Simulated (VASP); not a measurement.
Here is a VASP 6.6.1 calculation.

Contents of INCAR:

```
SYSTEM = Si
PREC = Accurate ; ENCUT = 500
EDIFF = 1E-6 ; ISMEAR = -1
SIGMA = 0.08 ; LREAL = .False.
LASPH = .True. ; NELM = 120
ALGO = Normal ; ISIF = 2
LWAVE = .False. ; LCHARG = .False.
NBANDS = 11 ; GGA_COMPAT = .False.
```

The input KPOINTS:

```
Automatic mesh
0
Gamma
  12 12 12
  0 0 0
```

POSCAR

```
Si
1.0
    0.0000000000      2.2524587707      2.2524587707
    2.2524587707      0.0000000000      2.2524587707
    2.2524587707      2.2524587707      0.0000000000
Si
2
Direct
   -0.1250000000     -0.1250000000     -0.1250000000
    0.1250000000      0.1250000000      0.1250000000
```

Potentials or basis: VASP PAW LDA potentials, release 64 (Si).

Launch:

```bash
$ cat potpaw_LDA.64/Si/POTCAR > POTCAR
$ mpirun -np 1 vasp_std > vasp.out
```

(1) Predict the pressure.

(2) What does it give for the band gap on the k mesh?

## Answers

(1) 152.1 GPa.

(2) zero (bands 4 and 5 overlap by 1.02 eV).

Caveat: the cell stands under pressure.
